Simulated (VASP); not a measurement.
# SiNi3 (Pm-3m) in VASP: single point with PBE

Aim: the single point of SiNi3 with PBE.

All numbers are computed with VASP 6.6.1; they aren't measurements. Logs are shortened: lines on timing, memory, paths and dates and some standing lists are left out, and cuts for length are marked.

## Step 1: The cell of the first run

The structure is cubic, space group Pm-3m (No. 221). Conventional cell: a = 3.505 Å, b = 3.505 Å, c = 3.505 Å, α = 90.00°, β = 90.00°, γ = 90.00°. Within 3.3 Å of Si (site symmetry m-3m) lie 12 Ni at 2.48 Å. Ni (site symmetry 4/mmm) has 4 Si at 2.48 Å and 8 Ni at 2.48 Å within 3.3 Å.

## Step 2: Single point, PBE

INCAR reads:

```
ALGO     = Normal         # electronic algorithm
EDIFF    = 1E-6           # SCF threshold, eV
ENCUT    = 600            # plane-wave cutoff, eV
GGA      = PE             # functional
GGA_COMPAT= False        
ISIF     = 2              # what is computed and relaxed
ISMEAR   = 0              # smearing method
LASPH    = True           # aspherical terms in the spheres
LCHARG   = True           # write CHGCAR
LELF     = True           # ELF
LREAL    = False          # projectors in reciprocal space
LVHAR    = True         
LWAVE    = False          # write WAVECAR
NBANDS   = 25             # bands
NELM     = 120            # most SCF steps
PREC     = Accurate       # precision mode
SIGMA    = 0.1            # smearing width, eV
```

KPOINTS reads:

```
k-points
0
Gamma
  6 6 6
```

POSCAR reads:

```
SiNi3
1.0
    3.5051260701      0.0000000000      0.0000000000
    0.0000000000      3.5051260701      0.0000000000
    0.0000000000      0.0000000000      3.5051260701
Si Ni
1 3
Direct
    0.0000000000      0.0000000000      0.0000000000
    0.0000000000      0.5000000000      0.5000000000
    0.5000000000      0.5000000000      0.0000000000
    0.5000000000      0.0000000000      0.5000000000
```

Potentials or basis: VASP PAW PBE potentials, release 64 (Si, Ni).

Run with:

```console
cat potpaw_PBE.64/Si/POTCAR potpaw_PBE.64/Ni/POTCAR > POTCAR
mpirun -np 1 vasp_std > vasp.out
```

OUTCAR:

```text
EDIFF = 1E-6
   ENCUT = 600
   GGA = PE
   ISIF = 2
   ISMEAR = 0
   LASPH = True
   LREAL = False
   NELM = 120
   PREC = Accurate

 ion  position               nearest neighbor table
   1  0.000  0.000  0.000-   2 2.48   3 2.48   4 2.48   2 2.48   4 2.48   2 2.48   3 2.48   2 2.48
                             3 2.48   4 2.48   4 2.48   3 2.48
   2  0.000  0.500  0.500-   1 2.48   3 2.48   4 2.48   1 2.48   3 2.48   1 2.48   4 2.48   1 2.48
                             3 2.48   4 2.48   3 2.48   4 2.48
   3  0.500  0.500  0.000-   1 2.48   2 2.48   4 2.48   2 2.48   4 2.48   1 2.48   4 2.48   4 2.48
                             1 2.48   2 2.48   2 2.48   1 2.48
   4  0.500  0.000  0.500-   1 2.48   2 2.48   3 2.48   1 2.48   3 2.48   2 2.48   3 2.48   3 2.48
                             1 2.48   2 2.48   1 2.48   2 2.48

  LATTYP: Found a simple cubic cell.
 ALAT       =     3.5051260701

  Lattice vectors:

 A1 = (   3.5051260701,   0.0000000000,   0.0000000000)
 A2 = (   0.0000000000,   3.5051260701,   0.0000000000)
 A3 = (   0.0000000000,   0.0000000000,   3.5051260701)

Analysis of symmetry for initial positions (statically):
=====================================================================
 Subroutine PRICEL returns:
 Original cell was already a primitive cell.

 Routine SETGRP: Setting up the symmetry group for a
 simple cubic supercell.

 Subroutine GETGRP returns: Found 48 space group operations
 (whereof 48 operations were pure point group operations)
 out of a pool of 48 trial point group operations.

The static configuration has the point symmetry O_h .

Analysis of symmetry for dynamics (positions and initial velocities):
=====================================================================
 Subroutine PRICEL returns:
 Original cell was already a primitive cell.

 Routine SETGRP: Setting up the symmetry group for a
 simple cubic supercell.

 Subroutine GETGRP returns: Found 48 space group operations
 (whereof 48 operations were pure point group operations)
 out of a pool of 48 trial point group operations.

The dynamic configuration has the point symmetry O_h .

 Subroutine INISYM returns: Found 48 space group operations
 (whereof 48 operations are pure point group operations),
 and found     1 'primitive' translations

----------------------------------------------------------------------------------------

                                     Primitive cell

  volume of cell :      43.0637

  direct lattice vectors                    reciprocal lattice vectors
     3.505126070  0.000000000  0.000000000     0.285296443  0.000000000  0.000000000
     0.000000000  3.505126070  0.000000000     0.000000000  0.285296443  0.000000000
     0.000000000  0.000000000  3.505126070     0.000000000  0.000000000  0.285296443

  length of vectors
     3.505126070  3.505126070  3.505126070     0.285296443  0.285296443  0.285296443

  position of ions in fractional coordinates (direct lattice)
     0.000000000  0.000000000  0.000000000
     0.000000000  0.500000000  0.500000000
     0.500000000  0.500000000  0.000000000
     0.500000000  0.000000000  0.500000000

  ion indices of the primitive-cell ions
   primitive index   ion index
                 1           1
                 2           2
                 3           3
                 4           4

----------------------------------------------------------------------------------------

 KPOINTS: k-points

Automatic generation of k-mesh.
 Grid dimensions read from file:
 generate k-points for:    6    6    6

 Generating k-lattice:

  Cartesian coordinates                     Fractional coordinates (reciprocal lattice)
     0.047549407  0.000000000  0.000000000     0.166666667  0.000000000  0.000000000
     0.000000000  0.047549407  0.000000000     0.000000000  0.166666667  0.000000000
     0.000000000  0.000000000  0.047549407     0.000000000  0.000000000  0.166666667

  Length of vectors
     0.047549407  0.047549407  0.047549407

  Shift w.r.t. Gamma in fractional coordinates (k-lattice)
     0.000000000  0.000000000  0.000000000

 Subroutine IBZKPT returns following result:
 ===========================================

 Found     20 irreducible k-points:

 Following reciprocal coordinates:
            Coordinates               Weight
  0.000000  0.000000  0.000000      1.000000
  0.166667  0.000000  0.000000      6.000000
  0.333333  0.000000  0.000000      6.000000
  0.500000  0.000000  0.000000      3.000000
  0.166667  0.166667  0.000000     12.000000
  0.333333  0.166667  0.000000     24.000000
[... 12 lines left out ...]
  0.500000  0.500000  0.333333      6.000000
  0.500000  0.500000  0.500000      1.000000
   k-points           NKPTS =     20   k-points in BZ     NKDIM =     20   number of bands    NBANDS=     25
   number of dos      NEDOS =    301   number of ions     NIONS =      4
   total plane-waves  NPLWV =  21952
   dimension x,y,z NGX =    28 NGY =   28 NGZ =   28
   dimension x,y,z NGXF=    56 NGYF=   56 NGZF=   56
   ions per type =               1   3
   NGX,Y,Z   is equivalent  to a cutoff of  13.28, 13.28, 13.28 a.u.
   NGXF,Y,Z  is equivalent  to a cutoff of  26.56, 26.56, 26.56 a.u.
 SYSTEM =  unknown system
   PREC   = accura    normal or accurate (medium, high low for compatibility)
   ISTART =      0    job   : 0-new  1-cont  2-samecut
   ICHARG =      2    charge: 1-file 2-atom 10-const
   ISPIN  =      1    spin polarized calculation?
   LNONCOLLINEAR =      F non collinear calculations
   LSORBIT =      F    spin-orbit coupling
   LASPH  =      T    aspherical Exc in radial PAW
   ENCUT  =  600.0 eV  44.10 Ry    6.64 a.u.   7.00  7.00  7.00*2*pi/ulx,y,z
   NELM   =    120;   NELMIN=  2; NELMDL= -5     # of ELM steps
   EDIFF  = 0.1E-05   stopping-criterion for ELM
   LREAL  =      F    real-space projection
   EDIFFG = 0.1E-04   stopping-criterion for IOM
   NSW    =      0    number of steps for IOM
   IBRION =     -1    ionic relax: 0-MD 1-quasi-New 2-CG
   NFREE  =      0    steps in history (QN), initial steepest desc. (CG)
   ISIF   =      2    stress and relaxation
   ISYM   =      2    0-nonsym 1-usesym 2-fastsym
   POTIM  = 0.5000    time-step for ionic-motion
   TEBEG  =    0.0;   TEEND  =   0.0 temperature during run
   PSTRESS=    0.0 pullay stress
   NELECT =      34.0000    total number of electrons
   NUPDOWN=      -1.0000    fix difference up-down
   EMIN   =  10.00;   EMAX   =-10.00  energy-range for DOS
   EFERMI =   0.00;   METHOD = LEGACY
   ISMEAR =     0;   SIGMA  =   0.10  broadening in eV -4-tet -1-fermi 0-gaus
   EFERMI_NEDOS =   21; number of points for ismear=-14 and -15
   IALGO  =     38    algorithm
   IMIX   =      4    mixing-type and parameters
     AMIX     =   0.40;   BMIX     =  1.00
     AMIX_MAG =   1.60;   BMIX_MAG =  1.00
  volume/ion in A,a.u.               =      10.77        72.65
  Fermi-wavevector in a.u.,A,eV,Ry     =   1.513088  2.859322 31.149654  2.289435
  Thomas-Fermi vector in A             =   2.622926
   LORBIT       =      0    0 simple, 1 ext, 2 COOP (PROOUT), +10 PAW based schemes
   GGA     = PE    functional components
   LHFCALC =     F    Hartree Fock is set to
   AEXX    =    0.0000 exact exchange contribution
   IVDW    =     0    specifies the selected vdW correction
   LEPSILON=     F    determine dielectric tensor
   LRPA    =     F    only Hartree local field effects (RPA)
 non-spin polarized calculation
 Gauss-broadening in eV      SIGMA  =   0.10
  energy-cutoff  :      600.00
  volume of cell :       43.06
 maximum number of plane-waves:      1472
   NGX = 15   NGY = 15   NGZ = 15

 number of electron      33.9999978 magnetization

 Free energy of the ion-electron system (eV)
  ---------------------------------------------------
  ext. energy  EPLUGINS =         0.00000000
  ---------------------------------------------------
  free energy    TOTEN  =       -23.68348244 eV

  energy without entropy =      -23.67482548  energy(sigma->0) =      -23.67915396

 E-fermi :  10.6790     XC(G=0): -13.1024

 val. band max:       10.6492873097   @ k =   0.5000   0.5000   0.3333
 cond. band min:      10.6994800176   @ k =   0.0000   0.0000   0.0000
 fundamental gap:      0.0501927079
 Fermi energy:        10.6790229272

 k-point     1 :       0.0000    0.0000    0.0000
  band No.  band energies     occupation
      1      -1.2647      2.00000
      2       5.7935      2.00000
      3       6.6145      2.00000
      4       6.6145      2.00000
      5       7.1338      2.00000
      6       7.1338      2.00000
[... 17 lines left out ...]
     24      21.2423      0.00000
     25      21.2423      0.00000

 k-point     2 :       0.1667    0.0000    0.0000
  band No.  band energies     occupation
      1      -0.9425      2.00000
      2       5.7014      2.00000
      3       6.2692      2.00000
      4       6.8392      2.00000
      5       7.1011      2.00000
      6       7.1011      2.00000
[... 17 lines left out ...]
     24      20.0992      0.00000
     25      20.6416      0.00000

 k-point     3 :       0.3333    0.0000    0.0000
  band No.  band energies     occupation
      1      -0.0463      2.00000
      2       4.1659      2.00000
      3       6.5389      2.00000
      4       6.9873      2.00000
      5       6.9873      2.00000
      6       7.3963      2.00000
[... 17 lines left out ...]
     24      18.6589      0.00000
     25      21.9959      0.00000

 k-point     4 :       0.5000    0.0000    0.0000
  band No.  band energies     occupation
      1       0.7833      2.00000
      2       2.9489      2.00000
      3       6.7972      2.00000
      4       6.9117      2.00000
      5       6.9117      2.00000
      6       7.6023      2.00000
[... 17 lines left out ...]
     24      18.3042      0.00000
     25      21.4162      0.00000
[... 365 lines left out ...]
 k-point    18 :       0.5000    0.3333    0.3333
  band No.  band energies     occupation
      1       2.2456      2.00000
      2       5.0032      2.00000
      3       5.5452      2.00000
      4       6.8209      2.00000
      5       6.9379      2.00000
      6       7.4166      2.00000
[... 17 lines left out ...]
     24      22.9893      0.00000
     25      23.4987      0.00000

 k-point    19 :       0.5000    0.5000    0.3333
  band No.  band energies     occupation
      1       2.4568      2.00000
      2       5.6252      2.00000
      3       5.6252      2.00000
      4       6.5258      2.00000
      5       6.8518      2.00000
      6       7.4460      2.00000
[... 17 lines left out ...]
     24      23.5819      0.00000
     25      26.6745      0.00000

 k-point    20 :       0.5000    0.5000    0.5000
  band No.  band energies     occupation
      1       2.5229      2.00000
      2       6.4129      2.00000
      3       6.4129      2.00000
      4       6.4129      2.00000
      5       6.9420      2.00000
      6       6.9420      2.00000
[... 17 lines left out ...]
     24      27.2472      0.00000
     25      27.2474      0.00000

------------------------ aborting loop because EDIFF is reached ----------------------------------------

  FORCE on cell =-STRESS in cart. coord.  units (eV):
  Direction    XX          YY          ZZ          XY          YZ          ZX
  --------------------------------------------------------------------------------------
  -------------------------------------------------------------------------------------
  Total        0.0528124      0.0528124      0.0528124     -0.0000000     -0.0000000     -0.0000000
  in kB        1.9648769      1.9648769      1.9648769     -0.0000000     -0.0000000     -0.0000000
  external PRESSURE =       1.9648769 kB  Pullay stress =       0.0000000 kB

 VOLUME and BASIS-vectors are now :
 -----------------------------------------------------------------------------
  energy-cutoff  :      600.00
  volume of cell :       43.06
      direct lattice vectors                 reciprocal lattice vectors
     3.505126070  0.000000000  0.000000000     0.285296443  0.000000000  0.000000000
     0.000000000  3.505126070  0.000000000     0.000000000  0.285296443  0.000000000
     0.000000000  0.000000000  3.505126070     0.000000000  0.000000000  0.285296443

 POSITION                                       TOTAL-FORCE (eV/Angst)
 -----------------------------------------------------------------------------------
      0.00000      0.00000      0.00000         0.000000      0.000000      0.000000
      0.00000      1.75256      1.75256         0.000000      0.000000      0.000000
      1.75256      1.75256      0.00000         0.000000      0.000000      0.000000
      1.75256      0.00000      1.75256         0.000000      0.000000      0.000000
 -----------------------------------------------------------------------------------
    total drift:                                0.000000      0.000000      0.000000

  FREE ENERGIE OF THE ION-ELECTRON SYSTEM (eV)
  ---------------------------------------------------
  free  energy   TOTEN  =       -23.6834824441 eV

  energy  without entropy=      -23.6748254841  energy(sigma->0) =      -23.67915396
```

Wall time 24 s (1 thread of Intel Xeon Platinum 8488C (Sapphire Rapids), shared host); peak memory 0.16 GiB.

Results:

- Free energy: -23.6835 eV
- Pressure: 0.2 GPa
- Band gap on the k mesh: zero (bands 17 and 18 overlap by 0.24 eV)

Levels at points of the mesh, in eV from the Fermi level:
```csv
k point,band 13,band 14,band 15,band 16,band 17,band 18,band 19,band 20,band 21,band 22
"(0.00, 0.00, 0.00)",-0.90,-0.63,-0.63,-0.31,0.02,0.02,0.02,4.82,6.32,6.32
"(0.50, 0.00, 0.00)",-1.32,-1.30,-1.16,-0.57,0.02,3.59,3.59,5.20,5.26,5.26
"(0.50, 0.50, 0.00)",-1.45,-1.43,-1.12,-1.02,-0.96,0.64,0.64,5.58,6.33,7.66
"(0.50, 0.50, 0.50)",-1.45,-1.25,-1.25,-0.41,-0.22,-0.22,-0.22,1.20,4.01,4.01
```
